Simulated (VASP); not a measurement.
# Ca4AlO (F-43m) in VASP: relaxation of cell and atoms with PBE

Aim: the relaxation of cell and atoms of Ca4AlO with PBE.

All numbers are computed with VASP 6.6.1; they aren't measurements. Logs are shortened: lines on timing, memory, paths and dates and some standing lists are left out, and cuts for length are marked.

## 1. The cell of the first run

It takes space group F-43m (No. 216, cubic). Conventional cell: a = 7.934 Å, b = 7.934 Å, c = 7.934 Å, α = 90.00°, β = 90.00°, γ = 90.00°. Ca (site symmetry 3m) has 6 Ca at 2.61 to 3.00 Å and 3 Al at 3.27 Å and 3 O at 3.31 Å within 3.4 Å. Al (site symmetry -43m) has 12 Ca at 3.27 Å and 4 O at 3.44 Å within 4.3 Å. Within 4.4 Å of O (site symmetry -43m) lie 12 Ca at 3.31 Å and 4 Al at 3.44 Å.

The cell was generated, and may not be a known phase.

## 2. Relaxation of cell and atoms, PBE

Contents of INCAR:

```
  PREC = Accurate
  ENCUT = 1340
  EDIFF = 1E-7
  ISMEAR = 0
  SIGMA = 0.1
  LREAL = False
  LASPH = True
  NELM = 120
  ALGO = Normal
  ISIF = 3
  LWAVE = False
  LCHARG = False
  GGA = PE
  IBRION = 2
  NSW = 90
  EDIFFG = -0.04
  GGA_COMPAT = False
  NELMIN = 4
```

Contents of KPOINTS:

```
regular mesh
0
Gamma
  4 4 4
```

Contents of POSCAR:

```
Ca4AlO
1.0
    0.0000000000      3.9668003000      3.9668003000
    3.9668003000      0.0000000000      3.9668003000
    3.9668003000      3.9668003000      0.0000000000
Ca Al O
4 1 1
Direct
    0.6338570700      0.6338570700      0.6338570700
    0.6338570700      0.6338570700      0.0984287800
    0.6338570700      0.0984287800      0.6338570700
    0.0984287800      0.6338570700      0.6338570700
    0.0000000000      0.0000000000      0.0000000000
    0.2500000000      0.2500000000      0.2500000000
```

Potentials or basis: VASP PAW PBE potentials, release 64 (Ca_sv, Al, O_h).

On the command line:

```console
$ cat potpaw_PBE.64/Ca_sv/POTCAR potpaw_PBE.64/Al/POTCAR potpaw_PBE.64/O_h/POTCAR > POTCAR
$ mpirun -np 1 vasp_std > vasp.out
```

OUTCAR:

```text
PREC = Accurate
   ENCUT = 1340
   EDIFF = 1E-7
   ISMEAR = 0
   LREAL = False
   LASPH = True
   NELM = 120
   ISIF = 3
   GGA = PE
   IBRION = 2
   NSW = 90
   EDIFFG = -0.04
   NELMIN = 4

 ion  position               nearest neighbor table
   1  0.634  0.634  0.634-   2 2.61   3 2.61   4 2.61   2 3.00   3 3.00   4 3.00
   2  0.634  0.634  0.098-   1 2.61   3 2.61   4 2.61   1 3.00   3 3.00   4 3.00
   3  0.634  0.098  0.634-   1 2.61   2 2.61   4 2.61   2 3.00   1 3.00   4 3.00
   4  0.098  0.634  0.634-   1 2.61   2 2.61   3 2.61   1 3.00   2 3.00   3 3.00
   5  0.000  0.000  0.000-
   6  0.250  0.250  0.250-

  LATTYP: Found a face centered cubic cell.
 ALAT       =     7.9336006000

  Lattice vectors:

 A1 = (   0.0000000000,   3.9668003000,   3.9668003000)
 A2 = (   3.9668003000,   0.0000000000,   3.9668003000)
 A3 = (   3.9668003000,   3.9668003000,   0.0000000000)

Analysis of symmetry for initial positions (statically):
=====================================================================
 Subroutine PRICEL returns:
 Original cell was already a primitive cell.

 Routine SETGRP: Setting up the symmetry group for a
 face centered cubic supercell.

 Subroutine GETGRP returns: Found 24 space group operations
 (whereof 24 operations were pure point group operations)
 out of a pool of 48 trial point group operations.

The static configuration has the point symmetry T_d .

Analysis of symmetry for dynamics (positions and initial velocities):
=====================================================================
 Subroutine PRICEL returns:
 Original cell was already a primitive cell.

 Routine SETGRP: Setting up the symmetry group for a
 face centered cubic supercell.

 Subroutine GETGRP returns: Found 24 space group operations
 (whereof 24 operations were pure point group operations)
 out of a pool of 48 trial point group operations.

The dynamic configuration has the point symmetry T_d .

 Subroutine INISYM returns: Found 24 space group operations
 (whereof 24 operations are pure point group operations),
 and found     1 'primitive' translations

----------------------------------------------------------------------------------------

                                     Primitive cell

  volume of cell :     124.8392

  direct lattice vectors                    reciprocal lattice vectors
     0.000000000  3.966800300  3.966800300    -0.126046174  0.126046174  0.126046174
     3.966800300  0.000000000  3.966800300     0.126046174 -0.126046174  0.126046174
     3.966800300  3.966800300  0.000000000     0.126046174  0.126046174 -0.126046174

  length of vectors
     5.609902783  5.609902783  5.609902783     0.218318377  0.218318377  0.218318377

  position of ions in fractional coordinates (direct lattice)
     0.633857070  0.633857070  0.633857070
     0.633857070  0.633857070  0.098428780
     0.633857070  0.098428780  0.633857070
     0.098428780  0.633857070  0.633857070
     0.000000000  0.000000000  0.000000000
     0.250000000  0.250000000  0.250000000

  ion indices of the primitive-cell ions
   primitive index   ion index
                 1           1
                 2           2
                 3           3
                 4           4
                 5           5
                 6           6

----------------------------------------------------------------------------------------

 KPOINTS: regular mesh

Automatic generation of k-mesh.
 Grid dimensions read from file:
 generate k-points for:    4    4    4

 Generating k-lattice:

  Cartesian coordinates                     Fractional coordinates (reciprocal lattice)
    -0.031511543  0.031511543  0.031511543     0.250000000  0.000000000  0.000000000
     0.031511543 -0.031511543  0.031511543     0.000000000  0.250000000  0.000000000
     0.031511543  0.031511543 -0.031511543     0.000000000  0.000000000  0.250000000

  Length of vectors
     0.054579594  0.054579594  0.054579594

  Shift w.r.t. Gamma in fractional coordinates (k-lattice)
     0.000000000  0.000000000  0.000000000

 Subroutine IBZKPT returns following result:
 ===========================================

 Found      8 irreducible k-points:

 Following reciprocal coordinates:
            Coordinates               Weight
  0.000000  0.000000  0.000000      1.000000
  0.250000  0.000000  0.000000      8.000000
  0.500000  0.000000  0.000000      4.000000
  0.250000  0.250000  0.000000      6.000000
  0.500000  0.250000  0.000000     24.000000
 -0.250000  0.250000  0.000000     12.000000
  0.500000  0.500000  0.000000      3.000000
 -0.250000  0.500000  0.250000      6.000000
   k-points           NKPTS =      8   k-points in BZ     NKDIM =      8   number of bands    NBANDS=     29
   number of dos      NEDOS =    301   number of ions     NIONS =      6
   total plane-waves  NPLWV = 343000
   dimension x,y,z NGX =    70 NGY =   70 NGZ =   70
   dimension x,y,z NGXF=   140 NGYF=  140 NGZF=  140
   ions per type =               4   1   1
   NGX,Y,Z   is equivalent  to a cutoff of  20.74, 20.74, 20.74 a.u.
   NGXF,Y,Z  is equivalent  to a cutoff of  41.49, 41.49, 41.49 a.u.
 SYSTEM =  unknown system
   PREC   = accura    normal or accurate (medium, high low for compatibility)
   ISTART =      0    job   : 0-new  1-cont  2-samecut
   ICHARG =      2    charge: 1-file 2-atom 10-const
   ISPIN  =      1    spin polarized calculation?
   LNONCOLLINEAR =      F non collinear calculations
   LSORBIT =      F    spin-orbit coupling
   LASPH  =      T    aspherical Exc in radial PAW
   ENCUT  = 1340.0 eV  98.49 Ry    9.92 a.u.  16.74 16.74 16.74*2*pi/ulx,y,z
   NELM   =    120;   NELMIN=  4; NELMDL= -5     # of ELM steps
   EDIFF  = 0.1E-06   stopping-criterion for ELM
   LREAL  =      F    real-space projection
   EDIFFG = -.4E-01   stopping-criterion for IOM
   NSW    =     90    number of steps for IOM
   IBRION =      2    ionic relax: 0-MD 1-quasi-New 2-CG
   NFREE  =      1    steps in history (QN), initial steepest desc. (CG)
   ISIF   =      3    stress and relaxation
   ISYM   =      2    0-nonsym 1-usesym 2-fastsym
   POTIM  = 0.5000    time-step for ionic-motion
   TEBEG  =    0.0;   TEEND  =   0.0 temperature during run
   PSTRESS=    0.0 pullay stress
   NELECT =      49.0000    total number of electrons
   NUPDOWN=      -1.0000    fix difference up-down
   EMIN   =  10.00;   EMAX   =-10.00  energy-range for DOS
   EFERMI =   0.00;   METHOD = LEGACY
   ISMEAR =     0;   SIGMA  =   0.10  broadening in eV -4-tet -1-fermi 0-gaus
   EFERMI_NEDOS =   21; number of points for ismear=-14 and -15
   IALGO  =     38    algorithm
   IMIX   =      4    mixing-type and parameters
     AMIX     =   0.40;   BMIX     =  1.00
     AMIX_MAG =   1.60;   BMIX_MAG =  1.00
  volume/ion in A,a.u.               =      20.81       140.41
  Fermi-wavevector in a.u.,A,eV,Ry     =   1.198643  2.265107 19.548103  1.436745
  Thomas-Fermi vector in A             =   2.334527
   LORBIT       =      0    0 simple, 1 ext, 2 COOP (PROOUT), +10 PAW based schemes
   GGA     = PE    functional components
   LHFCALC =     F    Hartree Fock is set to
   AEXX    =    0.0000 exact exchange contribution
   IVDW    =     0    specifies the selected vdW correction
   LEPSILON=     F    determine dielectric tensor
   LRPA    =     F    only Hartree local field effects (RPA)
 conjugate gradient relaxation of ions
 non-spin polarized calculation
 Gauss-broadening in eV      SIGMA  =   0.10
  energy-cutoff  :     1340.00
  volume of cell :      124.84
 maximum number of plane-waves:     13944
 NGX is ok and might be reduce to    70
   NGX = 33   NGY = 33   NGZ = 33

--------------------------------------- Ionic step        1  -------------------------------------------

 number of electron      49.0000001 magnetization

 Free energy of the ion-electron system (eV)
  ---------------------------------------------------
  ext. energy  EPLUGINS =         0.00000000
  ---------------------------------------------------
  free energy    TOTEN  =       -10.45481990 eV

  energy without entropy =      -10.41033122  energy(sigma->0) =      -10.43257556

 E-fermi :   4.1517     XC(G=0):  -9.6103

 val. band max:        4.1098945231   @ k =   0.5000   0.5000   0.0000
 cond. band min:       4.1615340624   @ k =  -0.2500   0.2500   0.0000
 fundamental gap:      0.0516395393
 Fermi energy:         4.1517070127

 k-point     1 :       0.0000    0.0000    0.0000
  band No.  band energies     occupation
      1     -37.2520      2.00000
      2     -36.6759      2.00000
      3     -36.6759      2.00000
      4     -36.6759      2.00000
      5     -19.8494      2.00000
      6     -18.6066      2.00000
[... 21 lines left out ...]
     28       4.3896      0.00077
     29       5.7949      0.00000

 k-point     2 :       0.2500    0.0000    0.0000
  band No.  band energies     occupation
      1     -37.2194      2.00000
      2     -36.7130      2.00000
      3     -36.6762      2.00000
      4     -36.6762      2.00000
      5     -19.6974      2.00000
      6     -18.5679      2.00000
[... 466 lines left out ...]
 VOLUME and BASIS-vectors are now :
 -----------------------------------------------------------------------------
  energy-cutoff  :     1340.00
  volume of cell :      188.42
      direct lattice vectors                 reciprocal lattice vectors
     0.000000000  4.550232831  4.550232831    -0.109884487  0.109884487  0.109884487
     4.550232831  0.000000000  4.550232831     0.109884487 -0.109884487  0.109884487
     4.550232831  4.550232831  0.000000000     0.109884487  0.109884487 -0.109884487

 POSITION                                       TOTAL-FORCE (eV/Angst)
 -----------------------------------------------------------------------------------
      5.69309      5.69309      5.69309        -0.025116     -0.025116     -0.025116
      3.40738      3.40738      5.69309         0.025116      0.025116     -0.025116
      3.40738      5.69309      3.40738         0.025116     -0.025116      0.025116
      5.69309      3.40738      3.40738        -0.025116      0.025116      0.025116
      0.00000      0.00000      0.00000        -0.000000     -0.000000     -0.000000
      2.27512      2.27512      2.27512        -0.000000     -0.000000     -0.000000
 -----------------------------------------------------------------------------------
    total drift:                                0.000084      0.000084      0.000084

  FREE ENERGIE OF THE ION-ELECTRON SYSTEM (eV)
  ---------------------------------------------------
  free  energy   TOTEN  =       -13.0050561969 eV

  energy  without entropy=      -12.9442694555  energy(sigma->0) =      -12.97466283

--------------------------------------- Ionic step        8  -------------------------------------------

 number of electron      49.0000003 magnetization

 Free energy of the ion-electron system (eV)
  ---------------------------------------------------
  ext. energy  EPLUGINS =         0.00000000
  ---------------------------------------------------
  free energy    TOTEN  =       -13.00518174 eV

  energy without entropy =      -12.94436810  energy(sigma->0) =      -12.97477492

 E-fermi :   1.9467     XC(G=0):  -8.0874

 val. band max:        1.9446708830   @ k =  -0.2500   0.2500   0.0000
 cond. band min:       1.9526388925   @ k =   0.5000   0.5000   0.0000
 fundamental gap:      0.0079680094
 Fermi energy:         1.9466787561

 k-point     1 :       0.0000    0.0000    0.0000
  band No.  band energies     occupation
      1     -39.7607      2.00000
      2     -39.6579      2.00000
      3     -39.6579      2.00000
      4     -39.6579      2.00000
      5     -21.2419      2.00000
      6     -20.9095      2.00000
[... 21 lines left out ...]
     28       2.2092      0.00020
     29       3.6073      0.00000

 k-point     2 :       0.2500    0.0000    0.0000
  band No.  band energies     occupation
      1     -39.7501      2.00000
      2     -39.6688      2.00000
      3     -39.6580      2.00000
      4     -39.6580      2.00000
      5     -21.1792      2.00000
      6     -20.8875      2.00000
[... 218 lines left out ...]
  FORCE on cell =-STRESS in cart. coord.  units (eV):
  Direction    XX          YY          ZZ          XY          YZ          ZX
  --------------------------------------------------------------------------------------
  -------------------------------------------------------------------------------------
  Total       -0.0410392     -0.0410392     -0.0410392     -0.0000000      0.0000000      0.0000000
  in kB       -0.3480839     -0.3480839     -0.3480839     -0.0000000      0.0000000      0.0000000
  external PRESSURE =      -0.3480839 kB  Pullay stress =       0.0000000 kB

 VOLUME and BASIS-vectors are now :
 -----------------------------------------------------------------------------
  energy-cutoff  :     1340.00
  volume of cell :      188.90
      direct lattice vectors                 reciprocal lattice vectors
     0.000000000  4.554056598  4.554056598    -0.109792224  0.109792224  0.109792224
     4.554056598  0.000000000  4.554056598     0.109792224 -0.109792224  0.109792224
     4.554056598  4.554056598  0.000000000     0.109792224  0.109792224 -0.109792224

 POSITION                                       TOTAL-FORCE (eV/Angst)
 -----------------------------------------------------------------------------------
      5.69711      5.69711      5.69711        -0.012103     -0.012103     -0.012103
      3.41100      3.41100      5.69711         0.012103      0.012103     -0.012103
      3.41100      5.69711      3.41100         0.012103     -0.012103      0.012103
      5.69711      3.41100      3.41100        -0.012103      0.012103      0.012103
      0.00000      0.00000      0.00000        -0.000000     -0.000000     -0.000000
      2.27703      2.27703      2.27703        -0.000000     -0.000000     -0.000000
 -----------------------------------------------------------------------------------
    total drift:                                0.000085      0.000085      0.000085

  FREE ENERGIE OF THE ION-ELECTRON SYSTEM (eV)
  ---------------------------------------------------
  free  energy   TOTEN  =       -13.0051817385 eV

  energy  without entropy=      -12.9443680976  energy(sigma->0) =      -12.97477492

 reached required accuracy - stopping structural energy minimisation
```

It took 37 min on 1 thread of Intel Xeon Platinum 8259CL at 2.50GHz (Skylake/Cascade Lake), shared host; peak memory 0.85 GiB.

Results:

```
Free energy                           : -13.0052 eV
Relaxed volume                        : 31.48 Å³/atom
Relaxed cell                          : a = 6.440 Å, b = 6.440 Å, c = 6.440 Å, α = 60.00°, β = 60.00°, γ = 60.00°
Space group after relaxing (to 0.1 Å) : F-43m (No. 216)
Energy gained by relaxing             : 425.1 meV/atom
Ionic steps                           : 8
Pressure after relaxing               : 0.0 GPa
Largest force after relaxing          : 0.021 eV/Å
Band gap on the k mesh                : zero (an odd number of electrons rules out a gap without spin polarisation)
```

Forces on the atoms (eV/Å):
```
Ca  -0.012 -0.012 -0.012
Ca   0.012  0.012 -0.012
Ca   0.012 -0.012  0.012
Ca  -0.012  0.012  0.012
Al   0.000  0.000  0.000
O    0.000  0.000  0.000
```

The path:
| step | energy change (eV) | largest force (eV/Å) | pressure (GPa) | volume (Å³) |
| --- | --- | --- | --- | --- |
| 1 | 0.0000 | 3.0987 | 12.84 | 124.84 |
| 2 | -2.2161 | 0.7025 | 3.41 | 157.45 |
| 3 | -2.2326 | 1.0858 | 2.71 | 161.86 |
| 4 | -2.5088 | 0.2837 | 0.96 | 176.97 |
| 5 | -2.5477 | 0.1126 | 0.18 | 186.08 |
| 6 | -2.5476 | 0.1328 | 0.14 | 186.58 |
| 7 | -2.5502 | 0.0435 | 0.00 | 188.42 |
| 8 | -2.5504 | 0.0210 | -0.03 | 188.90 |

Final structure:
```
Ca Al O
1.0
     0.00000    4.55406    4.55406
     4.55406    0.00000    4.55406
     4.55406    4.55406    0.00000
Ca Al O
4 1 1
Direct
  0.62550 0.62550 0.62550
  0.62550 0.62550 0.12350
  0.62550 0.12350 0.62550
  0.12350 0.62550 0.62550
  0.00000 0.00000 0.00000
  0.25000 0.25000 0.25000
```

Caveat: the volume moved by over 15 % at a fixed basis, so the end points are rough.
